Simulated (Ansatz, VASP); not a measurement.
# One calculation of Zr, two programs

INCAR

```
SYSTEM = Zr
ALGO = Normal
EDIFF = 1E-8
ENCUT = 520
GGA = PS
ISIF = 2
ISMEAR = -1
LASPH = .True.
LCHARG = .False.
LEFG = .True.
LREAL = .False.
LWAVE = .False.
NBANDS = 19
NELM = 60
PREC = Accurate
SIGMA = 0.08
```

The input KPOINTS:

```
k-points
0
Gamma
  13 13 7
  0 0 0
```

The input POSCAR:

```
Zr
1.0
    3.2319982225      0.0161599911      0.0161599911
   -1.6020041484      2.7909125700      0.0059149673
    0.0257350000      0.0257350000      5.1470000000
Zr
2
Direct
    0.3333333333      0.6666666667      0.2500000000
    0.6666666667      0.3333333333      0.7500000000
```

Input for Ansatz:

```yaml
crystal:
  lattice:
    - [3.2319982225, 0.0161599911, 0.0161599911]
    - [-1.6020041484, 2.79091257, 0.0059149673]
    - [0.025735, 0.025735, 5.147]
  atoms:
    - { symbol: Zr, position: [0.3333333333, 0.6666666667, 0.25] }
    - { symbol: Zr, position: [0.6666666667, 0.3333333333, 0.75] }
kpoints:
  mp_grid: { grid: [13, 13, 7] }
scf:
  occupations: { method: fermi_dirac, width: 0.08 }
hamiltonian:
  xc: pbesol
  pseudopotentials: { kind: all_electron, datasets: crystal }
output:
  forces: true
  stress: true
  eigenvalues: true
  efg: { contact_densities: true }
```

Change from the starting cell: equal xy, yz and zx shear strains of +1 %, crystal datasets.

Alike in both runs: task electric field gradients; functional PBEsol; k mesh 13 × 13 × 7; occupations fermi-dirac, width 0.08 eV; no spin polarisation.

```csv
,VASP,Ansatz
version,VASP 6.6.1,Ansatz 0.2.0
potentials or method,"VASP PAW PBE potentials, release 64 (Zr_sv), cutoff 520 eV","all-electron PAW with datasets made for the crystal, scalar-relativistic"
```

|  | VASP | Ansatz | Ansatz less VASP |
| --- | --- | --- | --- |
| pressure (GPa) | -3.2 | -3.3 | -0.03 |
| traceless stress, the component that is largest in VASP (GPa) | -0.43 | -0.43 | +0.001 |
| rms of the force components (eV/Å) | 0.010 | 0.010 | 0.0000 |
| size of Vzz on the site where it differs most (V/Å²) | 41.9 | 42.5 | +0.57 |

VASP's potentials were made for PBE, not for PBEsol. Atom by atom the forces differ by 0.000 eV/Å (rms over components). Ansatz ran all-electron here, and VASP with PAW potentials.
